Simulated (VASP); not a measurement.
# YSe (Fm-3m) in VASP: further runs, part 2 of 2

VASP 6.6.1.

## Step 4: Single point, LDA

This run uses another cell than the first one, of 23.88 Å³/atom, 1.062 times its volume.

Input file INCAR:

```
PREC = Accurate
ENCUT = 520
EDIFF = 1E-6
ISMEAR = 0
SIGMA = 0.1
LREAL = F
LASPH = T
NELM = 60
ALGO = Normal
ISIF = 2
LWAVE = F
LCHARG = F
GGA = CA
NBANDS = 16
```

Input file KPOINTS:

```
regular mesh
0
Gamma
  7 7 7
```

Input file POSCAR:

```
YSe
1.0
    0.0000000000      2.8797345095      2.8797345095
    2.8797345095      0.0000000000      2.8797345095
    2.8797345095      2.8797345095      0.0000000000
Y Se
1 1
Direct
    0.5000000000      0.5000000000      0.5000000000
    0.0000000000      0.0000000000      0.0000000000
```

Potentials or basis: VASP PAW LDA potentials, release 64 (Y_sv, Se).

On the command line:

```bash
$ cat potpaw_LDA.64/Y_sv/POTCAR potpaw_LDA.64/Se/POTCAR > POTCAR
$ mpirun -np 1 vasp_std > vasp.out
```

OUTCAR:

```text
PREC = Accurate
   ENCUT = 520
   EDIFF = 1E-6
   ISMEAR = 0
   LREAL = F
   LASPH = T
   NELM = 60
   ISIF = 2
   GGA = CA

 ion  position               nearest neighbor table
   1  0.500  0.500  0.500-   2 2.88   2 2.88   2 2.88   2 2.88   2 2.88   2 2.88
   2  0.000  0.000  0.000-   1 2.88   1 2.88   1 2.88   1 2.88   1 2.88   1 2.88

  LATTYP: Found a face centered cubic cell.
 ALAT       =     5.7594690190

  Lattice vectors:

 A1 = (   0.0000000000,   2.8797345095,   2.8797345095)
 A2 = (   2.8797345095,   0.0000000000,   2.8797345095)
 A3 = (   2.8797345095,   2.8797345095,   0.0000000000)

Analysis of symmetry for initial positions (statically):
=====================================================================
 Subroutine PRICEL returns:
 Original cell was already a primitive cell.

 Routine SETGRP: Setting up the symmetry group for a
 face centered cubic supercell.

 Subroutine GETGRP returns: Found 48 space group operations
 (whereof 48 operations were pure point group operations)
 out of a pool of 48 trial point group operations.

The static configuration has the point symmetry O_h .

Analysis of symmetry for dynamics (positions and initial velocities):
=====================================================================
 Subroutine PRICEL returns:
 Original cell was already a primitive cell.

 Routine SETGRP: Setting up the symmetry group for a
 face centered cubic supercell.

 Subroutine GETGRP returns: Found 48 space group operations
 (whereof 48 operations were pure point group operations)
 out of a pool of 48 trial point group operations.

The dynamic configuration has the point symmetry O_h .

 Subroutine INISYM returns: Found 48 space group operations
 (whereof 48 operations are pure point group operations),
 and found     1 'primitive' translations

----------------------------------------------------------------------------------------

                                     Primitive cell

  volume of cell :      47.7625

  direct lattice vectors                    reciprocal lattice vectors
     0.000000000  2.879734509  2.879734509    -0.173627117  0.173627117  0.173627117
     2.879734509  0.000000000  2.879734509     0.173627117 -0.173627117  0.173627117
     2.879734509  2.879734509  0.000000000     0.173627117  0.173627117 -0.173627117

  length of vectors
     4.072559599  4.072559599  4.072559599     0.300730988  0.300730988  0.300730988

  position of ions in fractional coordinates (direct lattice)
     0.500000000  0.500000000  0.500000000
     0.000000000  0.000000000  0.000000000

  ion indices of the primitive-cell ions
   primitive index   ion index
                 1           1
                 2           2

----------------------------------------------------------------------------------------

 KPOINTS: regular mesh

Automatic generation of k-mesh.
 Grid dimensions read from file:
 generate k-points for:    7    7    7

 Generating k-lattice:

  Cartesian coordinates                     Fractional coordinates (reciprocal lattice)
    -0.024803874  0.024803874  0.024803874     0.142857143  0.000000000  0.000000000
     0.024803874 -0.024803874  0.024803874     0.000000000  0.142857143  0.000000000
     0.024803874  0.024803874 -0.024803874     0.000000000  0.000000000  0.142857143

  Length of vectors
     0.042961570  0.042961570  0.042961570

  Shift w.r.t. Gamma in fractional coordinates (k-lattice)
     0.000000000  0.000000000  0.000000000

 Subroutine IBZKPT returns following result:
 ===========================================

 Found     20 irreducible k-points:

 Following reciprocal coordinates:
            Coordinates               Weight
  0.000000  0.000000  0.000000      1.000000
  0.142857  0.000000  0.000000      8.000000
  0.285714  0.000000  0.000000      8.000000
  0.428571  0.000000  0.000000      8.000000
  0.142857  0.142857  0.000000      6.000000
  0.285714  0.142857  0.000000     24.000000
[... 12 lines left out ...]
 -0.428571  0.428571  0.142857     24.000000
 -0.285714  0.428571  0.142857     24.000000
   k-points           NKPTS =     20   k-points in BZ     NKDIM =     20   number of bands    NBANDS=     16
   number of dos      NEDOS =    301   number of ions     NIONS =      2
   total plane-waves  NPLWV =  27000
   dimension x,y,z NGX =    30 NGY =   30 NGZ =   30
   dimension x,y,z NGXF=    60 NGYF=   60 NGZF=   60
   ions per type =               1   1
   NGX,Y,Z   is equivalent  to a cutoff of  12.25, 12.25, 12.25 a.u.
   NGXF,Y,Z  is equivalent  to a cutoff of  24.49, 24.49, 24.49 a.u.
 SYSTEM =  unknown system
   PREC   = accura    normal or accurate (medium, high low for compatibility)
   ISTART =      0    job   : 0-new  1-cont  2-samecut
   ICHARG =      2    charge: 1-file 2-atom 10-const
   ISPIN  =      1    spin polarized calculation?
   LNONCOLLINEAR =      F non collinear calculations
   LSORBIT =      F    spin-orbit coupling
   LASPH  =      T    aspherical Exc in radial PAW
   ENCUT  =  520.0 eV  38.22 Ry    6.18 a.u.   7.57  7.57  7.57*2*pi/ulx,y,z
   NELM   =     60;   NELMIN=  2; NELMDL= -5     # of ELM steps
   EDIFF  = 0.1E-05   stopping-criterion for ELM
   LREAL  =      F    real-space projection
   EDIFFG = 0.1E-04   stopping-criterion for IOM
   NSW    =      0    number of steps for IOM
   IBRION =     -1    ionic relax: 0-MD 1-quasi-New 2-CG
   NFREE  =      0    steps in history (QN), initial steepest desc. (CG)
   ISIF   =      2    stress and relaxation
   ISYM   =      2    0-nonsym 1-usesym 2-fastsym
   POTIM  = 0.5000    time-step for ionic-motion
   TEBEG  =    0.0;   TEEND  =   0.0 temperature during run
   PSTRESS=    0.0 pullay stress
   NELECT =      17.0000    total number of electrons
   NUPDOWN=      -1.0000    fix difference up-down
   EMIN   =  10.00;   EMAX   =-10.00  energy-range for DOS
   EFERMI =   0.00;   METHOD = LEGACY
   ISMEAR =     0;   SIGMA  =   0.10  broadening in eV -4-tet -1-fermi 0-gaus
   EFERMI_NEDOS =   21; number of points for ismear=-14 and -15
   IALGO  =     38    algorithm
   IMIX   =      4    mixing-type and parameters
     AMIX     =   0.40;   BMIX     =  1.00
     AMIX_MAG =   1.60;   BMIX_MAG =  1.00
  volume/ion in A,a.u.               =      23.88       161.16
  Fermi-wavevector in a.u.,A,eV,Ry     =   1.160189  2.192439 18.313961  1.346038
  Thomas-Fermi vector in A             =   2.296774
   LORBIT       =      0    0 simple, 1 ext, 2 COOP (PROOUT), +10 PAW based schemes
   GGA     = CA    functional components
   LHFCALC =     F    Hartree Fock is set to
   AEXX    =    0.0000 exact exchange contribution
   IVDW    =     0    specifies the selected vdW correction
   LEPSILON=     F    determine dielectric tensor
   LRPA    =     F    only Hartree local field effects (RPA)
 non-spin polarized calculation
 Gauss-broadening in eV      SIGMA  =   0.10
  energy-cutoff  :      520.00
  volume of cell :       47.76
 maximum number of plane-waves:      1308
 NGX is ok and might be reduce to    30
   NGX = 15   NGY = 15   NGZ = 15

 number of electron      16.9999998 magnetization

 Free energy of the ion-electron system (eV)
  ---------------------------------------------------
  ext. energy  EPLUGINS =         0.00000000
  ---------------------------------------------------
  free energy    TOTEN  =       -14.88971370 eV

  energy without entropy =      -14.88414057  energy(sigma->0) =      -14.88692713

 E-fermi :   5.9217     XC(G=0): -10.3930

 val. band max:        5.7686688697   @ k =   0.1429   0.0000   0.0000
 cond. band min:       5.9545340448   @ k =   0.1429   0.0000   0.0000
 fundamental gap:      0.1858651751
 Fermi energy:         5.9216601291

 k-point     1 :       0.0000    0.0000    0.0000
  band No.  band energies     occupation
      1     -37.6033      2.00000
      2     -17.6904      2.00000
      3     -17.6904      2.00000
      4     -17.6904      2.00000
      5      -9.2630      2.00000
      6       2.8561      2.00000
[... 8 lines left out ...]
     15      12.0459      0.00000
     16      17.7874      0.00000
[... 343 lines left out ...]
 k-point    20 :      -0.2857    0.4286    0.1429
  band No.  band energies     occupation
      1     -37.5830      2.00000
      2     -17.8396      2.00000
      3     -17.8355      2.00000
      4     -17.7615      2.00000
      5      -8.4641      2.00000
      6       0.4262      2.00000
[... 8 lines left out ...]
     15      13.0105      0.00000
     16      13.1411      0.00000

------------------------ aborting loop because EDIFF is reached ----------------------------------------

  FORCE on cell =-STRESS in cart. coord.  units (eV):
  Direction    XX          YY          ZZ          XY          YZ          ZX
  --------------------------------------------------------------------------------------
  -------------------------------------------------------------------------------------
  Total       -1.4400586     -1.4400586     -1.4400586      0.0000000      0.0000000      0.0000000
  in kB      -48.3062591    -48.3062591    -48.3062591      0.0000000      0.0000000      0.0000000
  external PRESSURE =     -48.3062591 kB  Pullay stress =       0.0000000 kB

 VOLUME and BASIS-vectors are now :
 -----------------------------------------------------------------------------
  energy-cutoff  :      520.00
  volume of cell :       47.76
      direct lattice vectors                 reciprocal lattice vectors
     0.000000000  2.879734509  2.879734509    -0.173627117  0.173627117  0.173627117
     2.879734509  0.000000000  2.879734509     0.173627117 -0.173627117  0.173627117
     2.879734509  2.879734509  0.000000000     0.173627117  0.173627117 -0.173627117

 POSITION                                       TOTAL-FORCE (eV/Angst)
 -----------------------------------------------------------------------------------
      2.87973      2.87973      2.87973         0.000000      0.000000      0.000000
      0.00000      0.00000      0.00000        -0.000000     -0.000000     -0.000000
 -----------------------------------------------------------------------------------
    total drift:                                0.000000     -0.000000      0.000000

  FREE ENERGIE OF THE ION-ELECTRON SYSTEM (eV)
  ---------------------------------------------------
  free  energy   TOTEN  =       -14.8897137007 eV

  energy  without entropy=      -14.8841405665  energy(sigma->0) =      -14.88692713
```

OSZICAR:

```text
N       E                     dE             d eps       ncg     rms          rms(c)
DAV:   1     0.567340835544E+02    0.56734E+02   -0.77692E+03   640   0.954E+02
DAV:   2    -0.119192748058E+02   -0.68653E+02   -0.64885E+02   936   0.209E+02
DAV:   3    -0.155067584159E+02   -0.35875E+01   -0.35664E+01   952   0.346E+01
DAV:   4    -0.155600237853E+02   -0.53265E-01   -0.53186E-01   808   0.413E+00
DAV:   5    -0.155610462238E+02   -0.10224E-02   -0.10224E-02   848   0.420E-01    0.237E+01
DAV:   6    -0.149659389318E+02    0.59511E+00   -0.72656E-01   704   0.520E+00    0.173E+01
DAV:   7    -0.149054281972E+02    0.60511E-01   -0.39335E-01   896   0.377E+00    0.448E+00
DAV:   8    -0.148904753616E+02    0.14953E-01   -0.87497E-02   704   0.186E+00    0.278E-01
DAV:   9    -0.148897907315E+02    0.68463E-03   -0.57968E-03   760   0.520E-01    0.147E-01
DAV:  10    -0.148897118819E+02    0.78850E-04   -0.37885E-04   800   0.156E-01    0.135E-01
DAV:  11    -0.148897142611E+02   -0.23793E-05   -0.46019E-05   752   0.541E-02    0.619E-02
DAV:  12    -0.148897137007E+02    0.56039E-06   -0.71712E-06   768   0.192E-02
   1 F= -.14889714E+02 E0= -.14886927E+02  d E =-.557313E-02
```

Run time: 33 s. Hardware: 1 thread of Intel Xeon 8259CL, shared host; peak memory 0.17 GiB.

What came out:

```
Free energy : -14.8897 eV
Pressure    : -4.8 GPa
```

## Step 5: The runs side by side

```tsv
cell	gap on the mesh (eV)	pressure (GPa)
a = 3.992 Å, angles 60.0°, 2 atoms	none	0.1
a = 4.033 Å, angles 60.0°, 2 atoms	none	-2.6
a = 4.073 Å, angles 60.0°, 2 atoms	none	-4.8
```

Alike in all rows: task single point; level LDA; potentials or basis VASP PAW LDA potentials, release 64 (Y_sv, Se); no spin polarisation; k mesh 7 × 7 × 7; cutoff (eV) 520; smearing gaussian 0.1 eV.

Absolute energies hang on the potentials; compare differences alone.
